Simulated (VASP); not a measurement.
Input of a VASP 6.6.1 run:

The input INCAR:

```
SYSTEM = Mg3ZnS4
PREC = Accurate ; ENCUT = 840
EDIFF = 1E-6 ; ISMEAR = -1
SIGMA = 0.05 ; LREAL = .False.
LASPH = .True. ; NELM = 120
ALGO = Normal ; ISIF = 2
LWAVE = .False. ; LCHARG = .False.
GGA = PS ; NBANDS = 43
GGA_COMPAT = .False.
```

Contents of KPOINTS:

```
regular mesh
0
Gamma
  6 6 2
  0 0 0
```

POSCAR

```
Mg3ZnS4
1.0
    3.6378247158     -0.0000987803      0.0000130318
   -0.0001001168      3.6378473385     -0.0000039147
    0.0000296471     -0.0000091111     10.2772402835
Mg Zn S
3 1 4
Direct
    0.4948615759      0.5029888386      0.7568771667
   -0.0050332237      0.0029604908      0.5039739842
    0.4948597518      0.5029941354      0.2510756100
    0.0002808811      0.0014038916      0.0039751751
   -0.0053314437      0.0030332540      0.2492585519
    0.4947560981      0.5029911212      0.0039757454
   -0.0053307715      0.0030344827      0.7586996787
    0.4949393988      0.5029601701      0.5039786115
```

Potentials or basis: VASP PAW PBE potentials, release 64 (Mg_sv, Zn, S).

Run with:

```sh
$ cat potpaw_PBE.64/Mg_sv/POTCAR potpaw_PBE.64/Zn/POTCAR potpaw_PBE.64/S/POTCAR > POTCAR
$ mpirun -np 1 vasp_std > vasp.out
```

(1) Estimate the band gap on the k mesh.

(2) Estimate the largest force.

(3) What does it give for the pressure?

Answers

(1) 1.00 eV (least direct gap 1.62 eV).

(2) 0.006 eV/Å.

(3) 0.0 GPa.

Caveat: the PAW data sets were made with another functional, which shifts forces and pressure a little.
